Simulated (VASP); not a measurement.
# BiB2Sb3 (P3m1) in VASP: single point with r2SCAN+rVV10

Aim: the single point of BiB2Sb3 with r2SCAN+rVV10.

Program: VASP 6.6.1. These are calculated values, not measurements. Logs are shortened: lines on timing, memory, paths and dates and some standing lists are left out, and cuts for length are marked.

## Step 1: The cell of the first run

The structure is trigonal, space group P3m1 (No. 156). The conventional cell has a = 3.608 Å, b = 3.608 Å, c = 12.344 Å, α = 90.00°, β = 90.00°, γ = 120.00°. Bi (site symmetry 3m) has 4 Sb at 2.94 to 3.92 Å and 6 Bi at 3.61 Å within 4.0 Å. B (site symmetry 3m) has 4 Sb at 2.23 to 2.27 Å within 2.9 Å. Within 3.0 Å of B (site symmetry 3m) lie 4 Sb at 2.23 to 2.24 Å. Within 3.0 Å of Sb (site symmetry 3m) lie 4 B at 2.23 to 2.27 Å. Within 3.0 Å of Sb (site symmetry 3m) lie 1 B at 2.24 Å. Within 3.0 Å of Sb (site symmetry 3m) lie 3 B at 2.23 Å and 1 Bi at 2.94 Å.

## Step 2: Single point, r2SCAN+rVV10

POSCAR

```
BiB2Sb3
1.0
    3.6079138204      0.0000000000      0.0000000000
   -1.8039569102      3.1245450231      0.0000000000
    0.0000000000      0.0000000000     12.3437860867
Bi B Sb
1 2 3
Direct
    0.3333333333      0.6666666667      0.7406871520
    0.0000000000      0.0000000000      1.0420610312
    0.6666666667      0.3333333333      0.2906642632
    0.0000000000      0.0000000000      0.2259454825
    0.6666666667      0.3333333333      0.4721150906
    0.3333333333      0.6666666667      0.9785269806
```

INCAR.step1

```
SYSTEM = BiB2Sb3
PREC = Accurate
ENCUT = 520
ISMEAR = -1
SIGMA = 0.03
LREAL = .FALSE.
LASPH = .TRUE.
NELM = 80
NBANDS = 27
GGA = PE
ALGO = Normal
EDIFF = 1E-4
LWAVE = .TRUE.
LCHARG = .FALSE.
```

INCAR.step2

```
SYSTEM = BiB2Sb3
PREC = Accurate
ENCUT = 520
EDIFF = 1E-6
ISMEAR = -1
SIGMA = 0.03
LREAL = .FALSE.
LASPH = .TRUE.
NELM = 80
ALGO = Normal
ISIF = 2
LWAVE = .FALSE.
LCHARG = .FALSE.
METAGGA = R2SCAN
LMIXTAU = .TRUE.
LUSE_VDW = .TRUE.
IVDW_NL = 2
BPARAM = 11.95
CPARAM = 0.0093
NBANDS = 27
ISTART = 1
```

KPOINTS

```
regular mesh
0
G
  12 12 2
  0 0 0
```

Potentials or basis: VASP PAW PBE potentials, release 64 (Bi_d, B, Sb).

Started as:

```sh
$ cat potpaw_PBE.64/Bi_d/POTCAR potpaw_PBE.64/B/POTCAR potpaw_PBE.64/Sb/POTCAR > POTCAR
$ cp INCAR.step1 INCAR
$ mpirun -np 1 vasp_std > vasp.out
$ cp INCAR.step2 INCAR
$ mpirun -np 1 vasp_std > vasp.out
```

OUTCAR:

```text
SYSTEM = BiB2Sb3
   PREC = Accurate
   ENCUT = 520
   EDIFF = 1E-6
   ISMEAR = -1
   LREAL = .FALSE.
   LASPH = .TRUE.
   NELM = 80
   ISIF = 2
   METAGGA = R2SCAN
   IVDW_NL = 2
   BPARAM = 11.95
   ISTART = 1

 ion  position               nearest neighbor table
   1  0.333  0.667  0.741-   6 2.94
   2  0.000  0.000  0.042-   6 2.23   6 2.23   6 2.23   4 2.27
   3  0.667  0.333  0.291-   4 2.23   4 2.23   4 2.23   5 2.24
   4  0.000  0.000  0.226-   3 2.23   3 2.23   3 2.23   2 2.27   5 3.68   5 3.68   5 3.68   6 3.70
                             6 3.70   6 3.70
   5  0.667  0.333  0.472-   3 2.24   4 3.68   4 3.68   4 3.68
   6  0.333  0.667  0.979-   2 2.23   2 2.23   2 2.23   1 2.94   4 3.70   4 3.70   4 3.70

  LATTYP: Found a hexagonal cell.
 ALAT       =     3.6079138204
 C/A-ratio  =     3.4213084628

  Lattice vectors:

 A1 = (   3.6079138204,   0.0000000000,   0.0000000000)
 A2 = (  -1.8039569102,   3.1245450231,   0.0000000000)
 A3 = (   0.0000000000,   0.0000000000,  12.3437860867)

Analysis of symmetry for initial positions (statically):
=====================================================================
 Subroutine PRICEL returns:
 Original cell was already a primitive cell.

 Routine SETGRP: Setting up the symmetry group for a
 hexagonal supercell.

 Subroutine GETGRP returns: Found  6 space group operations
 (whereof  6 operations were pure point group operations)
 out of a pool of 24 trial point group operations.

The static configuration has the point symmetry C_3v.

Analysis of symmetry for dynamics (positions and initial velocities):
=====================================================================
 Subroutine PRICEL returns:
 Original cell was already a primitive cell.

 Routine SETGRP: Setting up the symmetry group for a
 hexagonal supercell.

 Subroutine GETGRP returns: Found  6 space group operations
 (whereof  6 operations were pure point group operations)
 out of a pool of 24 trial point group operations.

The dynamic configuration has the point symmetry C_3v.

 Subroutine INISYM returns: Found  6 space group operations
 (whereof  6 operations are pure point group operations),
 and found     1 'primitive' translations

----------------------------------------------------------------------------------------

                                     Primitive cell

  volume of cell :     139.1526

  direct lattice vectors                    reciprocal lattice vectors
     3.607913820  0.000000000  0.000000000     0.277168483  0.160023298  0.000000000
    -1.803956910  3.124545023  0.000000000     0.000000000  0.320046596  0.000000000
     0.000000000  0.000000000 12.343786087     0.000000000  0.000000000  0.081012421

  length of vectors
     3.607913820  3.607913820 12.343786087     0.320046596  0.320046596  0.081012421

  position of ions in fractional coordinates (direct lattice)
     0.333333333  0.666666667  0.740687152
     0.000000000  0.000000000  0.042061031
     0.666666667  0.333333333  0.290664263
     0.000000000  0.000000000  0.225945483
     0.666666667  0.333333333  0.472115091
     0.333333333  0.666666667  0.978526981

  ion indices of the primitive-cell ions
   primitive index   ion index
                 1           1
                 2           2
                 3           3
                 4           4
                 5           5
                 6           6

----------------------------------------------------------------------------------------

 KPOINTS: regular mesh

Automatic generation of k-mesh.
 Grid dimensions read from file:
 generate k-points for:   12   12    2

 Generating k-lattice:

  Cartesian coordinates                     Fractional coordinates (reciprocal lattice)
     0.023097374  0.013335275  0.000000000     0.083333333 -0.000000000  0.000000000
     0.000000000  0.026670550  0.000000000     0.000000000  0.083333333  0.000000000
     0.000000000  0.000000000  0.040506211     0.000000000  0.000000000  0.500000000

  Length of vectors
     0.026670550  0.026670550  0.040506211

  Shift w.r.t. Gamma in fractional coordinates (k-lattice)
     0.000000000  0.000000000  0.000000000

 Subroutine IBZKPT returns following result:
 ===========================================

 Found     38 irreducible k-points:

 Following reciprocal coordinates:
            Coordinates               Weight
  0.000000  0.000000  0.000000      1.000000
  0.083333 -0.000000  0.000000      6.000000
  0.166667  0.000000  0.000000      6.000000
  0.250000  0.000000  0.000000      6.000000
  0.333333 -0.000000  0.000000      6.000000
  0.416667  0.000000  0.000000      6.000000
[... 16 lines left out ...]
  0.250000  0.000000  0.500000      6.000000
  0.333333 -0.000000  0.500000      6.000000
 [... further k-points ...]
   k-points           NKPTS =     38   k-points in BZ     NKDIM =     38   number of bands    NBANDS=     27
   number of dos      NEDOS =    301   number of ions     NIONS =      6
   total plane-waves  NPLWV =  75264
   dimension x,y,z NGX =    28 NGY =   28 NGZ =   96
   dimension x,y,z NGXF=    56 NGYF=   56 NGZF=  192
   ions per type =               1   2   3
   NGX,Y,Z   is equivalent  to a cutoff of  12.90, 12.90, 12.93 a.u.
   NGXF,Y,Z  is equivalent  to a cutoff of  25.80, 25.80, 25.86 a.u.
 SYSTEM =  BiB2Sb3
   PREC   = accura    normal or accurate (medium, high low for compatibility)
   ISTART =      1    job   : 0-new  1-cont  2-samecut
   ICHARG =      0    charge: 1-file 2-atom 10-const
   ISPIN  =      1    spin polarized calculation?
   LNONCOLLINEAR =      F non collinear calculations
   LSORBIT =      F    spin-orbit coupling
   LASPH  =      T    aspherical Exc in radial PAW
   ENCUT  =  520.0 eV  38.22 Ry    6.18 a.u.   6.71  6.71 22.95*2*pi/ulx,y,z
   NELM   =     80;   NELMIN=  2; NELMDL=  0     # of ELM steps
   EDIFF  = 0.1E-05   stopping-criterion for ELM
   LREAL  =      F    real-space projection
   EDIFFG = 0.1E-04   stopping-criterion for IOM
   NSW    =      0    number of steps for IOM
   IBRION =     -1    ionic relax: 0-MD 1-quasi-New 2-CG
   NFREE  =      0    steps in history (QN), initial steepest desc. (CG)
   ISIF   =      2    stress and relaxation
   ISYM   =      2    0-nonsym 1-usesym 2-fastsym
   POTIM  = 0.5000    time-step for ionic-motion
   TEBEG  =    0.0;   TEEND  =   0.0 temperature during run
   PSTRESS=    0.0 pullay stress
   NELECT =      36.0000    total number of electrons
   NUPDOWN=      -1.0000    fix difference up-down
   EMIN   =  10.00;   EMAX   =-10.00  energy-range for DOS
   EFERMI =   0.00;   METHOD = LEGACY
   ISMEAR =    -1;   SIGMA  =   0.03  broadening in eV -4-tet -1-fermi 0-gaus
   EFERMI_NEDOS =   21; number of points for ismear=-14 and -15
   IALGO  =     38    algorithm
   IMIX   =      4    mixing-type and parameters
     AMIX     =   0.40;   BMIX     =  1.00
     AMIX_MAG =   1.60;   BMIX_MAG =  1.00
  volume/ion in A,a.u.               =      23.19       156.51
  Fermi-wavevector in a.u.,A,eV,Ry     =   1.043146  1.971261 14.805237  1.088154
  Thomas-Fermi vector in A             =   2.177843
   LORBIT       =      0    0 simple, 1 ext, 2 COOP (PROOUT), +10 PAW based schemes
   METAGGA = R2SCAN    functional components
   LHFCALC =     F    Hartree Fock is set to
   AEXX    =    0.0000 exact exchange contribution
   IVDW_NL    =     2    kernel type
   BPARAM     =11.9500
   IVDW    =     0    specifies the selected vdW correction
   LEPSILON=     F    determine dielectric tensor
   LRPA    =     F    only Hartree local field effects (RPA)
 non-spin polarized calculation
  energy-cutoff  :      520.00
  volume of cell :      139.15
 maximum number of plane-waves:      3780
 NGX is ok and might be reduce to    28
   NGX = 13   NGY = 13   NGZ = 45

 number of electron      35.9999999 magnetization

 Free energy of the ion-electron system (eV)
  ---------------------------------------------------
  ext. energy  EPLUGINS =         0.00000000
  ---------------------------------------------------
  free energy    TOTEN  =      -147.45119265 eV

  energy without entropy =     -147.44674299  energy(sigma->0) =     -147.44896782

 E-fermi :   6.7797     XC(G=0): -10.3884

 val. band max:        6.7795660897   @ k =   0.2500   0.0000   0.0000
 cond. band min:       6.7824556564   @ k =   0.1667   0.0833   0.5000
 fundamental gap:      0.0028895667
 Fermi energy:         6.7796732389

 k-point     1 :       0.0000    0.0000    0.0000
  band No.  band energies     occupation
      1     -16.8946      2.00000
      2     -16.8362      2.00000
      3     -16.8362      2.00000
      4     -16.7938      2.00000
      5     -16.7938      2.00000
      6      -7.2740      2.00000
[... 19 lines left out ...]
     26      11.7620      0.00000
     27      11.8971      0.00000

 k-point     2 :       0.0833   -0.0000    0.0000
  band No.  band energies     occupation
      1     -16.8905      2.00000
      2     -16.8367      2.00000
      3     -16.8286      2.00000
      4     -16.7972      2.00000
      5     -16.7946      2.00000
      6      -7.1727      2.00000
[... 19 lines left out ...]
     26      11.7177      0.00000
     27      11.7771      0.00000

 k-point     3 :       0.1667    0.0000    0.0000
  band No.  band energies     occupation
      1     -16.8818      2.00000
      2     -16.8355      2.00000
      3     -16.8077      2.00000
      4     -16.8064      2.00000
      5     -16.7969      2.00000
      6      -6.8710      2.00000
[... 19 lines left out ...]
     26      12.2506      0.00000
     27      12.4293      0.00000

 k-point     4 :       0.2500    0.0000    0.0000
  band No.  band energies     occupation
      1     -16.8784      2.00000
      2     -16.8256      2.00000
      3     -16.8190      2.00000
      4     -16.8000      2.00000
      5     -16.7790      2.00000
      6      -6.3779      2.00000
[... 19 lines left out ...]
     26      12.5132      0.00000
     27      13.1709      0.00000

 k-point     5 :       0.3333   -0.0000    0.0000
  band No.  band energies     occupation
      1     -16.8818      2.00000
      2     -16.8315      2.00000
      3     -16.8091      2.00000
      4     -16.8031      2.00000
      5     -16.7502      2.00000
      6      -5.7182      2.00000
[... 19 lines left out ...]
     26      12.6056      0.00000
     27      12.7255      0.00000

 k-point     6 :       0.4167    0.0000    0.0000
  band No.  band energies     occupation
      1     -16.8863      2.00000
      2     -16.8406      2.00000
      3     -16.8053      2.00000
      4     -16.7952      2.00000
      5     -16.7289      2.00000
      6      -4.9749      2.00000
[... 444 lines left out ...]
      1     -16.8905      2.00000
      2     -16.8367      2.00000
      3     -16.8286      2.00000
      4     -16.7972      2.00000
      5     -16.7946      2.00000
      6      -7.1533      2.00000
[... 19 lines left out ...]
     26      11.7336      0.00000
     27      12.2416      0.00000

 k-point    22 :       0.1667    0.0000    0.5000
  band No.  band energies     occupation
      1     -16.8818      2.00000
      2     -16.8355      2.00000
      3     -16.8077      2.00000
      4     -16.8064      2.00000
      5     -16.7969      2.00000
      6      -6.8516      2.00000
[... 19 lines left out ...]
     26      12.2778      0.00000
     27      12.8179      0.00000

 k-point    23 :       0.2500    0.0000    0.5000
  band No.  band energies     occupation
      1     -16.8784      2.00000
      2     -16.8256      2.00000
      3     -16.8190      2.00000
      4     -16.8000      2.00000
      5     -16.7790      2.00000
      6      -6.3582      2.00000
[... 19 lines left out ...]
     26      12.6677      0.00000
     27      13.0514      0.00000

 k-point    24 :       0.3333   -0.0000    0.5000
  band No.  band energies     occupation
      1     -16.8818      2.00000
      2     -16.8315      2.00000
      3     -16.8091      2.00000
      4     -16.8031      2.00000
      5     -16.7502      2.00000
      6      -5.6983      2.00000
[... 19 lines left out ...]
     26      12.6269      0.00000
     27      12.9181      0.00000

 [... further k-points ...]

------------------------ aborting loop because EDIFF is reached ----------------------------------------

  FORCE on cell =-STRESS in cart. coord.  units (eV):
  Direction    XX          YY          ZZ          XY          YZ          ZX
  --------------------------------------------------------------------------------------
  -------------------------------------------------------------------------------------
  Total        0.4285128      0.4285128      0.4456795      0.0000000     -0.0000000      0.0000000
  in kB        4.9338167      4.9338167      5.1314716      0.0000000     -0.0000000      0.0000000
  external PRESSURE =       4.9997017 kB  Pullay stress =       0.0000000 kB

 VOLUME and BASIS-vectors are now :
 -----------------------------------------------------------------------------
  energy-cutoff  :      520.00
  volume of cell :      139.15
      direct lattice vectors                 reciprocal lattice vectors
     3.607913820  0.000000000  0.000000000     0.277168483  0.160023298  0.000000000
    -1.803956910  3.124545023  0.000000000     0.000000000  0.320046596  0.000000000
     0.000000000  0.000000000 12.343786087     0.000000000  0.000000000  0.081012421

 POSITION                                       TOTAL-FORCE (eV/Angst)
 -----------------------------------------------------------------------------------
     -0.00000      2.08303      9.14288         0.000000      0.000000     -0.014346
      0.00000      0.00000      0.51919         0.000000      0.000000      0.009754
      1.80396      1.04152      3.58790         0.000000     -0.000000     -0.001851
      0.00000      0.00000      2.78902        -0.000000     -0.000000     -0.002115
      1.80396      1.04152      5.82769         0.000000     -0.000000      0.060446
     -0.00000      2.08303     12.07873        -0.000000      0.000000     -0.051888
 -----------------------------------------------------------------------------------
    total drift:                                0.000000      0.000000     -0.000913

  FREE ENERGIE OF THE ION-ELECTRON SYSTEM (eV)
  ---------------------------------------------------
  free  energy   TOTEN  =      -147.4511926465 eV

  energy  without entropy=     -147.4467429860  energy(sigma->0) =     -147.44896782
```

Wall time 11 min (1 thread of Intel Xeon Platinum 8488C (Sapphire Rapids), shared host); peak memory 0.64 GiB.

What came out:

```
Free energy            : -147.4512 eV
Pressure               : 0.5 GPa
Largest force          : 0.060 eV/Å
Band gap on the k mesh : zero (bands 18 and 19 overlap by 4.97 eV)
```

Forces on the atoms (eV/Å):
```
Bi   0.000  0.000 -0.014
B    0.000  0.000  0.010
B    0.000  0.000 -0.002
Sb   0.000  0.000 -0.002
Sb   0.000  0.000  0.060
Sb   0.000  0.000 -0.052
```

Levels at points of the mesh, in eV from the Fermi level:
```tsv
k point	band 16	band 17	band 18	band 19	band 20	band 21
(0.00, 0.00, 0.00)	-0.15	2.74	3.19	3.47	3.47	3.65
(0.50, 0.00, 0.00)	-2.91	-2.18	-1.24	1.34	1.82	2.07
(0.00, 0.00, 0.50)	-0.15	1.05	3.17	3.30	3.30	3.63
(0.50, 0.00, 0.50)	-2.63	-2.19	-2.08	1.47	1.61	2.00
```

Caveat: the PAW data sets were made with another functional, which shifts forces and pressure a little; spin-orbit coupling is left out, which moves the levels of the heavy elements.
